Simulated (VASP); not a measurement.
Write the native input for VASP 6.6.1 that does the following.

| Quantity | Value |
| --- | --- |
| Task | single point |
| Functional | PBEsol |
| Potentials or basis | VASP PAW PBE potentials, release 64 (Hf_pv, Be) |
| Cutoff | 520 eV |
| k mesh | 5 × 5 × 5 |
| Occupations | fermi-dirac, width 0.05 eV |
| Spin | no spin polarisation |
| Dipole correction | no |
| Further INCAR settings | ALGO = Normal; EDIFF = 1e-06; NBANDS = 24 |

The structure of Hf3Be lies in POSCAR:

```
Hf3Be
1.0
   -2.0920000000      2.0920000000      4.3530460000
    2.0920000000     -2.0920000000      4.3530460000
    2.0920000000      2.0920000000     -4.3530460000
Hf Be
3 1
Direct
    0.5000000000      0.5000000000      0.0000000000
    0.2500000000      0.7500000000      0.5000000000
    0.7500000000      0.2500000000      0.5000000000
    0.0000000000      0.0000000000      0.0000000000
```

These files were run (other wordings do the same):

INCAR

```
SYSTEM = Hf3Be
ALGO = Normal
EDIFF = 1E-6
ENCUT = 520
GGA = PS
ISIF = 2
ISMEAR = -1
LASPH = .TRUE.
LCHARG = .FALSE.
LREAL = .FALSE.
LWAVE = .FALSE.
NBANDS = 24
NELM = 80
PREC = Accurate
SIGMA = 0.05
```

KPOINTS

```
k-points
0
G
  5 5 5
  0 0 0
```

Potentials or basis: VASP PAW PBE potentials, release 64 (Hf_pv, Be).

The run is started by

```bash
$ cat potpaw_PBE.64/Hf_pv/POTCAR potpaw_PBE.64/Be/POTCAR > POTCAR
$ mpirun -np 1 vasp_std > vasp.out
```

Results of the run:

| Item | Value |
| --- | --- |
| Pressure | -4.4 GPa |
| Band gap on the k mesh | zero (band 16 reaches 4.55 eV, above the bottom of band 17 at 4.34 eV) |

Caveat: the k points lie up to 0.42 Å⁻¹ apart; the PAW data sets were made with another functional, which shifts forces and pressure a little; spin-orbit coupling is left out, which moves the levels of the heavy elements.

Wall time 2 min on 1 thread of AMD EPYC 7R13 (shared host), peak memory 0.21 GiB.
